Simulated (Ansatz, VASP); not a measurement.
## Two plane-wave programs on Be

```
CELL_PARAMETERS angstrom
-1.11645 1.11649 1.57834
1.11645 -1.11649 1.57834
1.11645 1.11649 -1.57834
ATOMIC_POSITIONS crystal
Be 0.50000 0.00000 0.50000
```

Alike in both runs: functional PBE; k mesh 34 × 34 × 34; occupations gaussian, width 0.1 eV; no spin polarisation.

Ansatz relaxed the structure, and its values are those at the end. VASP's run is a single point on that final structure, the one shown.

|  | VASP | Ansatz |
| --- | --- | --- |
| version | VASP 6.6.1 | Ansatz 0.2.0 |
| potentials or method | VASP PAW PBE potentials, release 64 (Be), cutoff 520 eV | scalar-relativistic, plane waves, PAW |
| valence electrons in the cell | 2 | 2 |

Ansatz gave:

```
gap on the k mesh at the Fermi level (eV) : none
pressure (GPa)                            : 0.0
```

**Question.** Estimate VASP's values.

**Answer.** gap on the k mesh at the Fermi level (eV): none; pressure (GPa): 0.1.

A gap of «none» marks a metal or a gap that the smearing closes.
